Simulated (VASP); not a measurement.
Write the native input for VASP 6.6.1 that does the following.

| Quantity | Value |
| --- | --- |
| Task | single point |
| Functional | PBE |
| Potentials or basis | VASP PAW PBE potentials, release 64 (Ga_d, P) |
| Cutoff | 520 eV |
| k mesh | 4 × 4 × 4 |
| Occupations | gaussian, width 0.01 eV |
| Spin | no spin polarisation |
| Dipole correction | no |
| Further INCAR settings | ALGO = Normal; EDIFF = 1e-06; NBANDS = 16 |

The structure of GaP lies in POSCAR:

```
GaP
1.0
    0.0000000000      2.7254102062      2.7254102062
    2.7254102062      0.0000000000      2.7254102062
    2.7254102062      2.7254102062      0.0000000000
Ga P
1 1
Direct
    0.0000000000      0.0000000000      0.0000000000
    0.2500000000      0.2500000000      0.2500000000
```

These files were run (other wordings do the same):

INCAR

```
SYSTEM = GaP
PREC     = Accurate       ! precision mode
ENCUT    = 520            ! plane-wave cutoff, eV
EDIFF    = 1E-6           ! SCF threshold, eV
ISMEAR   = 0              ! smearing method
SIGMA    = 0.01           ! smearing width, eV
LREAL    = .False.        ! projectors in reciprocal space
LASPH    = .True.         ! aspherical terms in the spheres
NELM     = 60             ! most SCF steps
ALGO     = Normal         ! electronic algorithm
ISIF     = 2              ! what is computed and relaxed
LWAVE    = .False.        ! write WAVECAR
LCHARG   = .True.         ! write CHGCAR
GGA      = PE             ! functional
LELF     = .True.         ! ELF
LVHAR    = .True.       
NBANDS   = 16             ! bands
```

KPOINTS

```
regular mesh
0
Gamma
  4 4 4
  0 0 0
```

Potentials or basis: VASP PAW PBE potentials, release 64 (Ga_d, P).

Launch:

```bash
$ cat potpaw_PBE.64/Ga_d/POTCAR potpaw_PBE.64/P/POTCAR > POTCAR
$ mpirun -np 1 vasp_std > vasp.out
```

It gave:

| Property | Result |
| --- | --- |
| Pressure | 2.8 GPa |
| Band gap on the k mesh | 1.63 eV, indirect (least direct gap 1.82 eV) |

Caveat: the k points lie up to 0.50 Å⁻¹ apart.

Wall time 14 s on 1 thread of AMD EPYC 7571, on a shared host, peak memory 0.13 GiB.
